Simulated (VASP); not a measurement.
# Li (C2/c) in VASP: notebook

Li is run at these levels: LDA; tasks: single point.

Everything below comes from runs of VASP 6.6.1. Logs are shortened: lines on timing, memory, paths and dates and some standing lists are left out, and cuts for length are marked.

## (1) The cell of the first run

The structure is monoclinic, space group C2/c (No. 15). The conventional cell has a = 3.044 Å, b = 5.249 Å, c = 4.943 Å, α = 90.00°, β = 90.16°, γ = 90.00°. Within 4.0 Å of Li (site symmetry 2) lie 12 Li at 3.03 to 3.04 Å.

## (2) Single point, LDA (volume scaled by 1.04)

Contents of INCAR:

```
SYSTEM = Li
PREC = Accurate
ENCUT = 520
EDIFF = 1E-6
ISMEAR = -1
SIGMA = 0.1
LREAL = .FALSE.
LASPH = .TRUE.
NELM = 100
ALGO = Normal
ISIF = 2
LWAVE = .FALSE.
LCHARG = .FALSE.
NBANDS = 10
```

Contents of KPOINTS:

```
Automatic mesh
0
G
  15 15 7
  0 0 0
```

Contents of POSCAR:

```
Li
1.0
   -2.0359443451      1.6758338235      1.5003478271
    1.6758338235     -2.0359443451      1.5003478271
    3.8043840358      3.8043840358     -2.1598909070
Li
2
Direct
    0.9575235877      0.0424764123      1.0000000000
    0.7924764123      0.2075235877      0.5000000000
```

Potentials or basis: VASP PAW LDA potentials, release 64 (Li_sv).

The run is started by

```sh
$ cat potpaw_LDA.64/Li_sv/POTCAR > POTCAR
$ mpirun -np 1 vasp_std > vasp.out
```

OUTCAR:

```text
SYSTEM = Li
   PREC = Accurate
   ENCUT = 520
   EDIFF = 1E-6
   ISMEAR = -1
   LREAL = .FALSE.
   LASPH = .TRUE.
   NELM = 100
   ISIF = 2

 ion  position               nearest neighbor table
   1  0.958  0.042  0.000-
   2  0.792  0.208  0.500-

  Warning from LATTYP: Got some problem with cell dimensions!
  Tried to take original basis but could not verify dimensions!
  LATTYP: Found a base centered monoclinic cell.
 ALAT       =     3.0436053595
 B/A-ratio  =     1.7246805701
 C/A-ratio  =     1.6240522311
 COS(beta)  =    -0.0028157129

  Lattice vectors:

 A1 = (   2.0359443451,  -1.6758338235,  -1.5003478271)
 A2 = (  -1.6758338235,   2.0359443451,  -1.5003478271)
 A3 = (   3.4442735142,   3.4442735142,   0.8408047472)

Analysis of symmetry for initial positions (statically):
=====================================================================
 Subroutine PRICEL returns:
 Original cell was already a primitive cell.

 Routine SETGRP: Setting up the symmetry group for a
 base centered monoclinic supercell.

 Subroutine GETGRP returns: Found  4 space group operations
 (whereof  2 operations were pure point group operations)
 out of a pool of  4 trial point group operations.

The static configuration has the point symmetry C_2 .
 The point group associated with its full space group is C_2h.

Analysis of symmetry for dynamics (positions and initial velocities):
=====================================================================
 Subroutine PRICEL returns:
 Original cell was already a primitive cell.

 Routine SETGRP: Setting up the symmetry group for a
 base centered monoclinic supercell.

 Subroutine GETGRP returns: Found  4 space group operations
 (whereof  2 operations were pure point group operations)
 out of a pool of  4 trial point group operations.

The dynamic configuration has the point symmetry C_2 .
 The point group associated with its full space group is C_2h.

 Subroutine INISYM returns: Found  4 space group operations
 (whereof  2 operations are pure point group operations),
 and found     1 'primitive' translations

----------------------------------------------------------------------------------------

                                     Primitive cell

  volume of cell :      39.4859

  direct lattice vectors                    reciprocal lattice vectors
    -2.035944345  1.675833824  1.500347827    -0.033188603  0.236224049  0.357622140
     1.675833824 -2.035944345  1.500347827     0.236224049 -0.033188603  0.357622140
     3.804384036  3.804384036 -2.159890907     0.141036655  0.141036655  0.033851339

  length of vectors
     3.033897161  3.033897161  5.797568845     0.429880076  0.429880076  0.202308155

  position of ions in fractional coordinates (direct lattice)
     0.957523588  0.042476412  1.000000000
     0.792476412  0.207523588  0.500000000

  ion indices of the primitive-cell ions
   primitive index   ion index
                 1           1
                 2           2

----------------------------------------------------------------------------------------

 KPOINTS: Automatic mesh

Automatic generation of k-mesh.
 Grid dimensions read from file:
 generate k-points for:   15   15    7

 Generating k-lattice:

  Cartesian coordinates                     Fractional coordinates (reciprocal lattice)
    -0.002212574  0.015748270  0.023841476     0.066666667  0.000000000 -0.000000000
     0.015748270 -0.002212574  0.023841476     0.000000000  0.066666667 -0.000000000
     0.020148094  0.020148094  0.004835906     0.000000000  0.000000000  0.142857143

  Length of vectors
     0.028658672  0.028658672  0.028901165

  Shift w.r.t. Gamma in fractional coordinates (k-lattice)
     0.000000000  0.000000000  0.000000000

 Subroutine IBZKPT returns following result:
 ===========================================

 Found    424 irreducible k-points:

 Following reciprocal coordinates:
            Coordinates               Weight
  0.000000  0.000000  0.000000      1.000000
  0.066667 -0.000000  0.000000      4.000000
  0.133333 -0.000000 -0.000000      4.000000
  0.200000 -0.000000  0.000000      4.000000
  0.266667 -0.000000 -0.000000      4.000000
  0.333333 -0.000000  0.000000      4.000000
[... 16 lines left out ...]
  0.133333  0.133333 -0.000000      2.000000
  0.200000  0.133333 -0.000000      4.000000
 [... further k-points ...]
   k-points           NKPTS =    424   k-points in BZ     NKDIM =    424   number of bands    NBANDS=     10
   number of dos      NEDOS =    301   number of ions     NIONS =      2
   total plane-waves  NPLWV =  27648
   dimension x,y,z NGX =    24 NGY =   24 NGZ =   48
   dimension x,y,z NGXF=    48 NGYF=   48 NGZF=   96
   ions per type =               2
   NGX,Y,Z   is equivalent  to a cutoff of  13.15, 13.15, 13.76 a.u.
   NGXF,Y,Z  is equivalent  to a cutoff of  26.30, 26.30, 27.53 a.u.
 SYSTEM =  Li
   PREC   = accura    normal or accurate (medium, high low for compatibility)
   ISTART =      0    job   : 0-new  1-cont  2-samecut
   ICHARG =      2    charge: 1-file 2-atom 10-const
   ISPIN  =      1    spin polarized calculation?
   LNONCOLLINEAR =      F non collinear calculations
   LSORBIT =      F    spin-orbit coupling
   LASPH  =      T    aspherical Exc in radial PAW
   ENCUT  =  520.0 eV  38.22 Ry    6.18 a.u.   5.64  5.64 10.78*2*pi/ulx,y,z
   NELM   =    100;   NELMIN=  2; NELMDL= -5     # of ELM steps
   EDIFF  = 0.1E-05   stopping-criterion for ELM
   LREAL  =      F    real-space projection
   EDIFFG = 0.1E-04   stopping-criterion for IOM
   NSW    =      0    number of steps for IOM
   IBRION =     -1    ionic relax: 0-MD 1-quasi-New 2-CG
   NFREE  =      0    steps in history (QN), initial steepest desc. (CG)
   ISIF   =      2    stress and relaxation
   ISYM   =      2    0-nonsym 1-usesym 2-fastsym
   POTIM  = 0.5000    time-step for ionic-motion
   TEBEG  =    0.0;   TEEND  =   0.0 temperature during run
   PSTRESS=    0.0 pullay stress
   NELECT =       6.0000    total number of electrons
   NUPDOWN=      -1.0000    fix difference up-down
   EMIN   =  10.00;   EMAX   =-10.00  energy-range for DOS
   EFERMI =   0.00;   METHOD = LEGACY
   ISMEAR =    -1;   SIGMA  =   0.10  broadening in eV -4-tet -1-fermi 0-gaus
   EFERMI_NEDOS =   21; number of points for ismear=-14 and -15
   IALGO  =     38    algorithm
   IMIX   =      4    mixing-type and parameters
     AMIX     =   0.40;   BMIX     =  1.00
     AMIX_MAG =   1.60;   BMIX_MAG =  1.00
  volume/ion in A,a.u.               =      19.74       133.23
  Fermi-wavevector in a.u.,A,eV,Ry     =   0.873597  1.650859 10.383588  0.763172
  Thomas-Fermi vector in A             =   1.993010
   LORBIT       =      0    0 simple, 1 ext, 2 COOP (PROOUT), +10 PAW based schemes
   GGA     = CA    functional components
   LHFCALC =     F    Hartree Fock is set to
   AEXX    =    0.0000 exact exchange contribution
   IVDW    =     0    specifies the selected vdW correction
   LEPSILON=     F    determine dielectric tensor
   LRPA    =     F    only Hartree local field effects (RPA)
 non-spin polarized calculation
  energy-cutoff  :      520.00
  volume of cell :       39.49
 maximum number of plane-waves:      1091
   NGX = 11   NGY = 11   NGZ = 21

 number of electron       5.9999991 magnetization

 Free energy of the ion-electron system (eV)
  ---------------------------------------------------
  ext. energy  EPLUGINS =         0.00000000
  ---------------------------------------------------
  free energy    TOTEN  =        -4.10527457 eV

  energy without entropy =       -4.07167721  energy(sigma->0) =       -4.08847589

 E-fermi :   0.6696     XC(G=0):  -7.2107

 val. band max:        0.6672058124   @ k =   0.4667   0.4667   0.0000
 cond. band min:       0.6699167564   @ k =   0.2000   0.2000  -0.0000
 fundamental gap:      0.0027109440
 Fermi energy:         0.6695746861

 k-point     1 :       0.0000    0.0000    0.0000
  band No.  band energies     occupation
      1     -44.9123      2.00000
      2     -44.8898      2.00000
      3      -2.8519      2.00000
      4       0.6562      1.06702
      5       3.7518      0.00000
      6      13.0762      0.00000
      7      13.1588      0.00000
      8      14.5464      0.00000
      9      14.5801      0.00000
     10      15.2248      0.00000

 k-point     2 :       0.0667   -0.0000    0.0000
  band No.  band energies     occupation
      1     -44.9112      2.00000
      2     -44.8896      2.00000
      3      -2.7626      2.00000
      4       0.6328      1.18193
      5       3.9399      0.00000
      6      12.3676      0.00000
      7      12.6336      0.00000
      8      14.4977      0.00000
      9      14.8680      0.00000
     10      14.9639      0.00000

 k-point     3 :       0.1333   -0.0000   -0.0000
  band No.  band energies     occupation
      1     -44.9081      2.00000
      2     -44.8890      2.00000
      3      -2.4940      2.00000
      4       0.5950      1.35671
      5       4.4619      0.00000
      6      10.8763      0.00000
      7      11.8332      0.00000
      8      14.0665      0.00000
      9      14.2009      0.00000
     10      14.7764      0.00000

 k-point     4 :       0.2000   -0.0000    0.0000
  band No.  band energies     occupation
      1     -44.9036      2.00000
      2     -44.8884      2.00000
      3      -2.0453      2.00000
      4       0.6014      1.32805
      5       5.2123      0.00000
      6       9.3268      0.00000
      7      11.1371      0.00000
      8      12.1591      0.00000
      9      13.4803      0.00000
     10      14.0011      0.00000
[... 222 lines left out ...]
 k-point    22 :      -0.0667    0.0667    0.0000
  band No.  band energies     occupation
      1     -44.9115      2.00000
      2     -44.8893      2.00000
      3      -2.7817      2.00000
      4       0.7511      0.61360
      5       3.7747      0.00000
      6      12.4263      0.00000
      7      12.5463      0.00000
      8      14.5552      0.00000
      9      14.8619      0.00000
     10      15.1436      0.00000

 k-point    23 :       0.1333    0.1333   -0.0000
  band No.  band energies     occupation
      1     -44.9005      2.00000
      2     -44.8887      2.00000
      3      -1.6967      2.00000
      4       0.4043      1.86834
      5       6.0524      0.00000
      6       8.9979      0.00000
      7       9.8529      0.00000
      8      11.8290      0.00000
      9      12.2060      0.00000
     10      13.0295      0.00000

 k-point    24 :       0.2000    0.1333   -0.0000
  band No.  band energies     occupation
      1     -44.8957      2.00000
      2     -44.8881      2.00000
      3      -1.0269      2.00000
      4       0.4966      1.69873
      5       6.8173      0.00000
      6       7.8953      0.00000
      7       8.6870      0.00000
      8      10.3875      0.00000
      9      11.3202      0.00000
     10      12.5642      0.00000

 [... further k-points ...]
[... 5 lines left out ...]
  --------------------------------------------------------------------------------------
  -------------------------------------------------------------------------------------
  Total       -0.1451706     -0.1451706     -0.1752918      0.0227153      0.0025827      0.0025827
  in kB       -5.8904345     -5.8904345     -7.1126294      0.9216957      0.1047953      0.1047955
  external PRESSURE =      -6.2978328 kB  Pullay stress =       0.0000000 kB

 VOLUME and BASIS-vectors are now :
 -----------------------------------------------------------------------------
  energy-cutoff  :      520.00
  volume of cell :       39.49
      direct lattice vectors                 reciprocal lattice vectors
    -2.035944345  1.675833824  1.500347827    -0.033188603  0.236224049  0.357622140
     1.675833824 -2.035944345  1.500347827     0.236224049 -0.033188603  0.357622140
     3.804384036  3.804384036 -2.159890907     0.141036655  0.141036655  0.033851339

 POSITION                                       TOTAL-FORCE (eV/Angst)
 -----------------------------------------------------------------------------------
     -1.87828      1.51817      1.50035         0.000045     -0.000045      0.000000
      0.63653      2.80774      0.42040        -0.000045      0.000045     -0.000000
 -----------------------------------------------------------------------------------
    total drift:                                0.000000     -0.000000      0.000000

  FREE ENERGIE OF THE ION-ELECTRON SYSTEM (eV)
  ---------------------------------------------------
  free  energy   TOTEN  =        -4.1052745688 eV

  energy  without entropy=       -4.0716772064  energy(sigma->0) =       -4.08847589
```

Wall time 2.5 min (1 thread of Oxide Virtual Turin-like, shared host); peak memory 0.2 GiB.

What came out:

- Free energy: -4.1053 eV
- Band gap on the k mesh: zero (band 3 reaches 2.82 eV, above the bottom of band 4 at -1.65 eV)

Levels at points of the mesh, in eV from the Fermi level:
| k point | band 1 | band 2 | band 3 | band 4 | band 5 | band 6 | band 7 |
| --- | --- | --- | --- | --- | --- | --- | --- |
| (0.00, 0.00, 0.00) | -45.58 | -45.56 | -3.52 | -0.01 | 3.08 | 12.41 | 12.49 |

Caveat: the cutoff is under 1.25 times the usual one of these potentials, so pressure, stress and relaxed cells hold a basis-set (Pulay) error.

## (3) Single point, LDA (volume scaled by 1.08)

Contents of INCAR:

```
SYSTEM = Li
  PREC = Accurate
  ENCUT = 520
  EDIFF = 1E-6
  ISMEAR = -1
  SIGMA = 0.1
  LREAL = .False.
  LASPH = .True.
  NELM = 80
  ALGO = Normal
  ISIF = 2
  LWAVE = .False.
  LCHARG = .True.
  GGA = CA
  LELF = .True.
  LVHAR = .True.
  NBANDS = 10
```

Contents of KPOINTS:

```
regular mesh
0
Gamma
  15 15 7
  0 0 0
```

Contents of POSCAR:

```
Li
1.0
   -2.0617185287      1.6970491620      1.5193415881
    1.6970491620     -2.0617185287      1.5193415881
    3.8525459085      3.8525459085     -2.1872342009
Li
2
Direct
    0.9575235877      0.0424764123      1.0000000000
    0.7924764123      0.2075235877      0.5000000000
```

Potentials or basis: VASP PAW LDA potentials, release 64 (Li_sv).

The run is started by

```sh
$ cat potpaw_LDA.64/Li_sv/POTCAR > POTCAR
$ mpirun -np 1 vasp_std > vasp.out
```

Wall time 2.6 min (1 thread of Oxide Virtual Turin-like, shared host); peak memory 0.21 GiB.

Results (log left out):

```yaml
Free_energy: -4.0981 eV
Band_gap_on_the_k_mesh: zero (band 3 reaches 2.67 eV, above the bottom of band 4 at -1.72 eV)
```

Levels at points of the mesh, in eV from the Fermi level:
```
           k point  band 1  band 2  band 3  band 4  band 5  band 6  band 7
(0.00, 0.00, 0.00)  -45.65  -45.63   -3.48    0.00    2.96   12.08   12.16
```

Caveat: the cutoff is under 1.25 times the usual one of these potentials, so pressure, stress and relaxed cells hold a basis-set (Pulay) error.

## (4) Single point, LDA (volume scaled by 1.12)

Contents of INCAR:

```
ALGO = Normal
EDIFF = 1E-6
ENCUT = 520
GGA = CA
ISIF = 2
ISMEAR = -1
LASPH = T
LCHARG = T
LELF = T
LREAL = F
LVHAR = T
LWAVE = F
NBANDS = 10
NELM = 60
PREC = Accurate
SIGMA = 0.1
```

Contents of KPOINTS:

```
k-points
0
Gamma
  15 15 7
```

Contents of POSCAR:

```
Li
1.0
   -2.0868639157      1.7177469234      1.5378719703
    1.7177469234     -2.0868639157      1.5378719703
    3.8995328065      3.8995328065     -2.2139104178
Li
2
Direct
    0.9575235877      0.0424764123      1.0000000000
    0.7924764123      0.2075235877      0.5000000000
```

The run is started by

```sh
$ cat potpaw_LDA.64/Li_sv/POTCAR > POTCAR
$ mpirun -np 1 vasp_std > vasp.out
```

It took 2.7 min on 1 thread of Oxide Virtual Turin-like, shared host; peak memory 0.21 GiB.

Results (log left out):

```
Free energy            : -4.0869 eV
Band gap on the k mesh : zero (band 3 reaches 2.53 eV, above the bottom of band 4 at -1.79 eV)
```

Levels at points of the mesh, in eV from the Fermi level:
| k point | band 1 | band 2 | band 3 | band 4 | band 5 | band 6 | band 7 | band 8 |
| --- | --- | --- | --- | --- | --- | --- | --- | --- |
| (0.00, 0.00, 0.00) | -45.71 | -45.69 | -3.43 | 0.02 | 2.84 | 11.78 | 11.86 | 13.18 |

Caveat: the cutoff is under 1.25 times the usual one of these potentials, so pressure, stress and relaxed cells hold a basis-set (Pulay) error.

(Continued in part 2 of 2.)
